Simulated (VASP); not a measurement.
# GaN (Cm) in VASP: further runs, part 2 of 2

VASP 6.6.1. Earlier steps stand in the parts before.

## Step 6: Single point, PBE (all N atoms moved +0.037 Å, as atom 2 along Cartesian [1 -1 0])

INCAR

```
  PREC = Accurate
  ENCUT = 520
  EDIFF = 1E-6
  ISMEAR = 0
  SIGMA = 0.05
  LREAL = F
  LASPH = T
  NELM = 60
  ALGO = Normal
  ISIF = 2
  LWAVE = F
  LCHARG = F
  GGA = PE
  NBANDS = 16
```

KPOINTS

```
Automatic mesh
0
Gamma
  10 10 10
```

POSCAR

```
GaN
1.0
    0.0000000000      2.2535006075      2.2535006075
    2.2535006075      0.0000000000      2.2535006075
    2.2535006075      2.2535006075      0.0000000000
Ga N
1 1
Direct
    0.0000000000      0.0000000000      0.0000000000
    0.7382331941      0.7617668059      0.7500000000
```

Potentials or basis: VASP PAW PBE potentials, release 64 (Ga_d, N).

Run with:

```
cat potpaw_PBE.64/Ga_d/POTCAR potpaw_PBE.64/N/POTCAR > POTCAR
mpirun -np 1 vasp_std > vasp.out
```

OUTCAR:

```text
PREC = Accurate
   ENCUT = 520
   EDIFF = 1E-6
   ISMEAR = 0
   LREAL = F
   LASPH = T
   NELM = 60
   ISIF = 2
   GGA = PE

 ion  position               nearest neighbor table
   1  0.000  0.000  0.000-   2 1.92   2 1.95   2 1.95   2 1.98
   2  0.738  0.762  0.750-   1 1.92   1 1.95   1 1.95   1 1.98

  LATTYP: Found a face centered cubic cell.
 ALAT       =     4.5070012150

  Lattice vectors:

 A1 = (   0.0000000000,   2.2535006075,   2.2535006075)
 A2 = (   2.2535006075,   0.0000000000,   2.2535006075)
 A3 = (   2.2535006075,   2.2535006075,   0.0000000000)

Analysis of symmetry for initial positions (statically):
=====================================================================
 Subroutine PRICEL returns:
 Original cell was already a primitive cell.

 Routine SETGRP: Setting up the symmetry group for a
 face centered cubic supercell.

 Subroutine GETGRP returns: Found  2 space group operations
 (whereof  2 operations were pure point group operations)
 out of a pool of 48 trial point group operations.

The static configuration has the point symmetry C_1h.

Analysis of symmetry for dynamics (positions and initial velocities):
=====================================================================
 Subroutine PRICEL returns:
 Original cell was already a primitive cell.

 Routine SETGRP: Setting up the symmetry group for a
 face centered cubic supercell.

 Subroutine GETGRP returns: Found  2 space group operations
 (whereof  2 operations were pure point group operations)
 out of a pool of 48 trial point group operations.

The dynamic configuration has the point symmetry C_1h.

 Subroutine INISYM returns: Found  2 space group operations
 (whereof  2 operations are pure point group operations),
 and found     1 'primitive' translations

----------------------------------------------------------------------------------------

                                     Primitive cell

  volume of cell :      22.8877

  direct lattice vectors                    reciprocal lattice vectors
     0.000000000  2.253500607  2.253500607    -0.221877020  0.221877020  0.221877020
     2.253500607  0.000000000  2.253500607     0.221877020 -0.221877020  0.221877020
     2.253500607  2.253500607  0.000000000     0.221877020  0.221877020 -0.221877020

  length of vectors
     3.186931122  3.186931122  3.186931122     0.384302272  0.384302272  0.384302272

  position of ions in fractional coordinates (direct lattice)
     0.000000000  0.000000000  0.000000000
     0.738233194  0.761766806  0.750000000

  ion indices of the primitive-cell ions
   primitive index   ion index
                 1           1
                 2           2

----------------------------------------------------------------------------------------

 KPOINTS: Automatic mesh

Automatic generation of k-mesh.
 Grid dimensions read from file:
 generate k-points for:   10   10   10

 Generating k-lattice:

  Cartesian coordinates                     Fractional coordinates (reciprocal lattice)
    -0.022187702  0.022187702  0.022187702     0.100000000  0.000000000  0.000000000
     0.022187702 -0.022187702  0.022187702     0.000000000  0.100000000  0.000000000
     0.022187702  0.022187702 -0.022187702     0.000000000  0.000000000  0.100000000

  Length of vectors
     0.038430227  0.038430227  0.038430227

  Shift w.r.t. Gamma in fractional coordinates (k-lattice)
     0.000000000  0.000000000  0.000000000

 Subroutine IBZKPT returns following result:
 ===========================================

 Found    282 irreducible k-points:

 Following reciprocal coordinates:
            Coordinates               Weight
  0.000000  0.000000  0.000000      1.000000
  0.100000  0.000000  0.000000      2.000000
  0.000000  0.100000  0.000000      2.000000
  0.000000  0.000000  0.100000      4.000000
  0.200000  0.000000  0.000000      2.000000
  0.000000  0.200000  0.000000      2.000000
[... 16 lines left out ...]
  0.200000  0.100000  0.200000      4.000000
  0.100000  0.200000  0.000000      2.000000
 [... further k-points ...]
   k-points           NKPTS =    282   k-points in BZ     NKDIM =    282   number of bands    NBANDS=     16
   number of dos      NEDOS =    301   number of ions     NIONS =      2
   total plane-waves  NPLWV =  13824
   dimension x,y,z NGX =    24 NGY =   24 NGZ =   24
   dimension x,y,z NGXF=    48 NGYF=   48 NGZF=   48
   ions per type =               1   1
   NGX,Y,Z   is equivalent  to a cutoff of  12.52, 12.52, 12.52 a.u.
   NGXF,Y,Z  is equivalent  to a cutoff of  25.04, 25.04, 25.04 a.u.
 SYSTEM =  unknown system
   PREC   = accura    normal or accurate (medium, high low for compatibility)
   ISTART =      0    job   : 0-new  1-cont  2-samecut
   ICHARG =      2    charge: 1-file 2-atom 10-const
   ISPIN  =      1    spin polarized calculation?
   LNONCOLLINEAR =      F non collinear calculations
   LSORBIT =      F    spin-orbit coupling
   LASPH  =      T    aspherical Exc in radial PAW
   ENCUT  =  520.0 eV  38.22 Ry    6.18 a.u.   5.93  5.93  5.93*2*pi/ulx,y,z
   NELM   =     60;   NELMIN=  2; NELMDL= -5     # of ELM steps
   EDIFF  = 0.1E-05   stopping-criterion for ELM
   LREAL  =      F    real-space projection
   EDIFFG = 0.1E-04   stopping-criterion for IOM
   NSW    =      0    number of steps for IOM
   IBRION =     -1    ionic relax: 0-MD 1-quasi-New 2-CG
   NFREE  =      0    steps in history (QN), initial steepest desc. (CG)
   ISIF   =      2    stress and relaxation
   ISYM   =      2    0-nonsym 1-usesym 2-fastsym
   POTIM  = 0.5000    time-step for ionic-motion
   TEBEG  =    0.0;   TEEND  =   0.0 temperature during run
   PSTRESS=    0.0 pullay stress
   NELECT =      18.0000    total number of electrons
   NUPDOWN=      -1.0000    fix difference up-down
   EMIN   =  10.00;   EMAX   =-10.00  energy-range for DOS
   EFERMI =   0.00;   METHOD = LEGACY
   ISMEAR =     0;   SIGMA  =   0.05  broadening in eV -4-tet -1-fermi 0-gaus
   EFERMI_NEDOS =   21; number of points for ismear=-14 and -15
   IALGO  =     38    algorithm
   IMIX   =      4    mixing-type and parameters
     AMIX     =   0.40;   BMIX     =  1.00
     AMIX_MAG =   1.60;   BMIX_MAG =  1.00
  volume/ion in A,a.u.               =      11.44        77.23
  Fermi-wavevector in a.u.,A,eV,Ry     =   1.511117  2.855596 31.068543  2.283473
  Thomas-Fermi vector in A             =   2.621216
   LORBIT       =      0    0 simple, 1 ext, 2 COOP (PROOUT), +10 PAW based schemes
   GGA     = PE    functional components
   LHFCALC =     F    Hartree Fock is set to
   AEXX    =    0.0000 exact exchange contribution
   IVDW    =     0    specifies the selected vdW correction
   LEPSILON=     F    determine dielectric tensor
   LRPA    =     F    only Hartree local field effects (RPA)
 non-spin polarized calculation
 Gauss-broadening in eV      SIGMA  =   0.05
  energy-cutoff  :      520.00
  volume of cell :       22.89
 maximum number of plane-waves:       636
   NGX = 11   NGY = 11   NGZ = 11

 number of electron      18.0000003 magnetization

 Free energy of the ion-electron system (eV)
  ---------------------------------------------------
  ext. energy  EPLUGINS =         0.00000000
  ---------------------------------------------------
  free energy    TOTEN  =       -12.13458531 eV

  energy without entropy =      -12.13458531  energy(sigma->0) =      -12.13458531

 E-fermi :   5.6172     XC(G=0): -11.6669

 val. band max:        5.3517096244   @ k =   0.0000   0.0000   0.0000
 cond. band min:       7.0060493842   @ k =   0.0000   0.0000   0.0000
 fundamental gap:      1.6543397599
 Fermi energy:         5.6172155550

 k-point     1 :       0.0000    0.0000    0.0000
  band No.  band energies     occupation
      1     -10.6574      2.00000
      2      -8.1732      2.00000
      3      -8.1624      2.00000
      4      -8.1499      2.00000
      5      -7.8437      2.00000
      6      -7.8432      2.00000
[... 8 lines left out ...]
     15      24.0494      0.00000
     16      24.1377      0.00000

 k-point     2 :       0.1000    0.0000    0.0000
  band No.  band energies     occupation
      1     -10.5454      2.00000
      2      -8.1479      2.00000
      3      -8.1449      2.00000
      4      -8.1266      2.00000
      5      -7.8449      2.00000
      6      -7.8446      2.00000
[... 8 lines left out ...]
     15      22.8091      0.00000
     16      22.8687      0.00000
[... 387 lines left out ...]
      5      -7.8520      2.00000
      6      -7.8284      2.00000
[... 8 lines left out ...]
     15      23.8694      0.00000
     16      23.9977      0.00000

 k-point    24 :       0.1000    0.2000    0.0000
  band No.  band energies     occupation
      1     -10.2963      2.00000
      2      -8.1334      2.00000
      3      -8.1059      2.00000
      4      -7.9971      2.00000
      5      -7.8481      2.00000
      6      -7.8294      2.00000
[... 8 lines left out ...]
     15      23.8906      0.00000
     16      24.0858      0.00000

 [... further k-points ...]
[... 5 lines left out ...]
  --------------------------------------------------------------------------------------
  -------------------------------------------------------------------------------------
  Total        0.7427854      0.7427854      0.7563541     -0.0262795      0.2253987     -0.2253989
  in kB       51.9961136     51.9961136     52.9459490     -1.8396064     15.7782520    -15.7782669
  external PRESSURE =      52.3127254 kB  Pullay stress =       0.0000000 kB

 VOLUME and BASIS-vectors are now :
 -----------------------------------------------------------------------------
  energy-cutoff  :      520.00
  volume of cell :       22.89
      direct lattice vectors                 reciprocal lattice vectors
     0.000000000  2.253500607  2.253500607    -0.221877020  0.221877020  0.221877020
     2.253500607  0.000000000  2.253500607     0.221877020 -0.221877020  0.221877020
     2.253500607  2.253500607  0.000000000     0.221877020  0.221877020 -0.221877020

 POSITION                                       TOTAL-FORCE (eV/Angst)
 -----------------------------------------------------------------------------------
      0.00000      0.00000      0.00000         0.325486     -0.325486     -0.037752
      3.40677      3.35373      3.38025        -0.325486      0.325486      0.037752
 -----------------------------------------------------------------------------------
    total drift:                               -0.000033      0.000028      0.000023

  FREE ENERGIE OF THE ION-ELECTRON SYSTEM (eV)
  ---------------------------------------------------
  free  energy   TOTEN  =       -12.1345853103 eV

  energy  without entropy=      -12.1345853103  energy(sigma->0) =      -12.13458531
```

OSZICAR:

```text
N       E                     dE             d eps       ncg     rms          rms(c)
DAV:   1     0.808750463471E+02    0.80875E+02   -0.93629E+03 10192   0.201E+03
DAV:   2    -0.848517796049E+01   -0.89360E+02   -0.83074E+02 10344   0.326E+02
DAV:   3    -0.140757303669E+02   -0.55906E+01   -0.55703E+01 10512   0.695E+01
DAV:   4    -0.141377428202E+02   -0.62012E-01   -0.62005E-01 11352   0.784E+00
DAV:   5    -0.141385789262E+02   -0.83611E-03   -0.83610E-03 10768   0.818E-01    0.772E+00
DAV:   6    -0.121336675780E+02    0.20049E+01   -0.49223E+00 13648   0.398E+01    0.268E+00
DAV:   7    -0.121422546418E+02   -0.85871E-02   -0.32069E-01  9920   0.659E+00    0.177E+00
DAV:   8    -0.121385415293E+02    0.37131E-02   -0.58061E-02 10368   0.327E+00    0.793E-01
DAV:   9    -0.121343161189E+02    0.42254E-02   -0.14379E-02 13680   0.272E+00    0.201E-01
DAV:  10    -0.121346778918E+02   -0.36177E-03   -0.15040E-03 10336   0.532E-01    0.986E-02
DAV:  11    -0.121345801865E+02    0.97705E-04   -0.28097E-04 13480   0.255E-01    0.821E-03
DAV:  12    -0.121345855406E+02   -0.53542E-05   -0.29704E-05 10024   0.521E-02    0.104E-02
DAV:  13    -0.121345853103E+02    0.23038E-06   -0.64620E-07  8024   0.141E-02
   1 F= -.12134585E+02 E0= -.12134585E+02  d E =-.160117E-16
```

Wall time 66 s (1 thread of AMD EPYC 7R13 (Zen 3), shared host); peak memory 0.19 GiB.

What came out:

```
Free energy            : -12.1346 eV
Pressure               : 5.2 GPa
Largest force          : 0.462 eV/Å
Band gap on the k mesh : 1.65 eV
```

Forces on the atoms (eV/Å):
```
Ga   0.325 -0.325 -0.038
N   -0.325  0.325  0.038
```

Caveat: the cell differs from its parent crystal (all N atoms moved +0.037 Å, as atom 2 along Cartesian [1 -1 0]); the cell stands under pressure.

## Step 7: Single point, PBE (all N atoms moved +0.013 Å, as atom 2 along Cartesian [1 -1 0])

INCAR

```
SYSTEM = GaN
ALGO     = Normal         ! electronic algorithm
EDIFF    = 1E-7           ! SCF threshold, eV
ENCUT    = 520            ! plane-wave cutoff, eV
GGA      = PE             ! functional
ISIF     = 2              ! what is computed and relaxed
ISMEAR   = 0              ! smearing method
LASPH    = .True.         ! aspherical terms in the spheres
LCHARG   = .True.         ! write CHGCAR
LELF     = .True.         ! ELF
LREAL    = .False.        ! projectors in reciprocal space
LVHAR    = .True.       
LWAVE    = .False.        ! write WAVECAR
NBANDS   = 16             ! bands
NELM     = 60             ! most SCF steps
PREC     = Accurate       ! precision mode
SIGMA    = 0.05           ! smearing width, eV
```

KPOINTS

```
k-points
0
Gamma
  10 10 10
  0 0 0
```

POSCAR, as its differences from that of step 6:

```diff
@@ -9,2 +9,2 @@
     0.0000000000      0.0000000000      0.0000000000
-    0.7382331941      0.7617668059      0.7500000000
+    0.7460777314      0.7539222686      0.7500000000
```

Run with:

```
cat potpaw_PBE.64/Ga_d/POTCAR potpaw_PBE.64/N/POTCAR > POTCAR
mpirun -np 1 vasp_std > vasp.out
```

Run time: 72 s. Hardware: 1 thread of AMD EPYC 7R13 (Zen 3), shared host; peak memory 0.19 GiB.

The run converged. Its results:

| Item | Value |
| --- | --- |
| Free energy | -12.1422 eV |
| Pressure | 5.1 GPa |
| Largest force | 0.153 eV/Å |
| Band gap on the k mesh | 1.70 eV |

Forces in eV/Å, atoms in the order of the input:
```
Ga   0.108 -0.108 -0.004
N   -0.108  0.108  0.004
```

Stress tensor (GPa, compression positive):
```
 5.08 -0.02 -0.52
-0.02  5.08  0.52
-0.52  0.52  5.09
```

Levels at points of the mesh, in eV from the valence-band top:
| k point | band 5 | band 6 | band 7 | band 8 | band 9 | band 10 | band 11 | band 12 | band 13 | band 14 |
| --- | --- | --- | --- | --- | --- | --- | --- | --- | --- | --- |
| (0.00, 0.00, 0.00) | -13.15 | -13.15 | -0.05 | -0.02 | 0.00 | 1.70 | 10.26 | 10.28 | 10.30 | 17.58 |
| (0.50, 0.00, 0.00) | -13.10 | -11.90 | -7.09 | -1.01 | -0.97 | 4.63 | 8.71 | 10.32 | 10.40 | 15.60 |
| (0.00, 0.50, 0.00) | -13.10 | -11.90 | -7.03 | -1.01 | -0.97 | 4.60 | 8.70 | 10.29 | 10.37 | 15.61 |
| (0.00, 0.00, 0.50) | -13.10 | -11.90 | -7.06 | -1.03 | -0.96 | 4.61 | 8.70 | 10.28 | 10.41 | 15.61 |
| (0.50, 0.50, 0.00) | -13.07 | -11.48 | -6.15 | -2.73 | -2.72 | 3.33 | 6.64 | 11.68 | 13.94 | 13.94 |
| (0.00, 0.50, 0.50) | -13.07 | -11.48 | -6.15 | -2.74 | -2.71 | 3.33 | 6.64 | 11.68 | 13.92 | 13.96 |

Caveat: the cell differs from its parent crystal (all N atoms moved +0.013 Å, as atom 2 along Cartesian [1 -1 0]); the cell stands under pressure.

## Step 8: Overview

```csv
cell,gap on the mesh (eV),pressure (GPa),largest force (eV/Å)
"as given, atomic positions A",1.63,5.3,0.62
"as given, atomic positions B",1.68,5.2,0.31
"as given, atomic positions C",1.57,5.8,1.10
"as given, atomic positions D",1.61,5.5,0.78
"as given, atomic positions E",1.65,5.2,0.46
"as given, atomic positions F",1.70,5.1,0.15
```

Alike in all rows: task single point; level PBE; potentials or basis VASP PAW PBE potentials, release 64 (Ga_d, N); no spin polarisation; k mesh 10 × 10 × 10; cutoff (eV) 520; smearing gaussian 0.05 eV.

Caveats: the cell stands under pressure; forces of over 1 eV/Å act on the atoms, so gaps and moduli don't describe the material at rest (at least some runs).

Total energies depend on the potentials used, so only differences within one code and one set of settings carry meaning.
